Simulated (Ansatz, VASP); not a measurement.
Nb: VASP beside Ansatz

```
Nb
1.0
     2.64996    0.00000    0.00000
     0.00000    3.67874    0.00000
    -0.20087    0.00000    3.78070
Nb
2
Direct
  0.50239 0.25000 0.74937
  0.49761 0.75000 0.25063
```

Alike in both runs: task relaxation of cell and atoms; functional PBE; k mesh 6 × 6 × 4; occupations gaussian, width 0.1 eV; no spin polarisation.

|  | VASP | Ansatz |
| --- | --- | --- |
| version | VASP 6.6.1 | Ansatz 0.2.0 |
| potentials or method | VASP PAW PBE potentials, release 64 (Nb_sv), cutoff 600 eV | scalar-relativistic, plane waves, PAW |
| valence electrons in the cell | 26 | 26 |

Ansatz gave:

| Property | Result |
| --- | --- |
| gap on the k mesh at the Fermi level, each at its own relaxed structure (eV) | none |
| relaxed volume (Å³/atom) | 18.13 |
| relaxed cell length with the largest relative difference (Å) | 3.311 |

Task: Which values does VASP return?

Result: gap on the k mesh at the Fermi level, each at its own relaxed structure (eV): none; relaxed volume (Å³/atom): 18.06; relaxed cell length with the largest relative difference (Å): 4.479.

A gap of «none» marks a metal or a gap that the smearing closes. One of these differences is far larger than is usual between the two programs; its cause wasn't traced.

The k mesh is coarse, so the values compare programs but aren't converged.
